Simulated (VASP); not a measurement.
Input of a VASP 6.6.1 run:

File INCAR:

```
SYSTEM = Ge
  PREC = Accurate
  ENCUT = 520
  EDIFF = 1E-6
  ISMEAR = -1
  SIGMA = 0.08
  LREAL = .FALSE.
  LASPH = .TRUE.
  NELM = 100
  ALGO = Normal
  ISIF = 2
  LWAVE = .FALSE.
  LCHARG = .FALSE.
  GGA = PE
  NBANDS = 13
```

Contents of KPOINTS:

```
Automatic mesh
0
G
  15 15 15
  0 0 0
```

POSCAR

```
Ge
1.0
    2.7103250929      0.0000000000      0.0000000000
    0.0000000000      2.7103250929      0.0000000000
    0.0000000000      0.0000000000      2.7103250929
Ge
1
Direct
    0.0000000000      0.0000000000      0.0000000000
```

Potentials or basis: VASP PAW PBE potentials, release 64 (Ge_d).

The run is started by

```sh
$ cat potpaw_PBE.64/Ge_d/POTCAR > POTCAR
$ mpirun -np 1 vasp_std > vasp.out
```

**Question.** What does it give for the pressure?

**Answer.** -0.1 GPa.

**Question.** Predict the band gap on the k mesh.

**Answer.** Zero (band 7 reaches 12.50 eV, above the bottom of band 8 at 3.60 eV).
